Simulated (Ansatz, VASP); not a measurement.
# Two plane-wave programs on BaHfO3

```
Ba Hf O
1.0
     6.16374    0.00000    0.00000
    -3.08187    5.33796    0.00000
     0.00000    0.00000    5.17754
Ba Hf O
2 2 6
Direct
  0.33333 0.66667 0.75000
  0.66667 0.33333 0.25000
  0.00000 0.00000 0.00000
  0.00000 0.00000 0.50000
  0.83333 0.66667 0.75000
  0.33333 0.16667 0.75000
  0.83333 0.16667 0.75000
  0.16667 0.33333 0.25000
  0.66667 0.83333 0.25000
  0.16667 0.83333 0.25000
```

Alike in both runs: task relaxation of cell and atoms; functional PBE; k mesh 3 × 3 × 4; occupations gaussian, width 0.1 eV; no spin polarisation.

```csv
,VASP,Ansatz
version,VASP 6.6.1,Ansatz 0.2.0
potentials or method,"VASP PAW PBE potentials, release 64 (Ba_sv, Hf_pv, O), cutoff 600 eV","scalar-relativistic, plane waves, PAW"
valence electrons in the cell,76,108
```

|  | VASP | Ansatz | Ansatz less VASP |
| --- | --- | --- | --- |
| gap on the k mesh at the Fermi level, each at its own relaxed structure (eV) | 3.10 | 3.06 | -0.037 |
| relaxed volume (Å³/atom) | 17.18 | 17.15 | -0.029 |
| relaxed cell length with the largest relative difference (Å) | 5.516 | 5.537 | +0.0208 |

VASP's potentials hold 76 valence electrons a cell and Ansatz's 108, so a difference there can come from the potentials and not from the codes.

Spin-orbit coupling is off throughout.
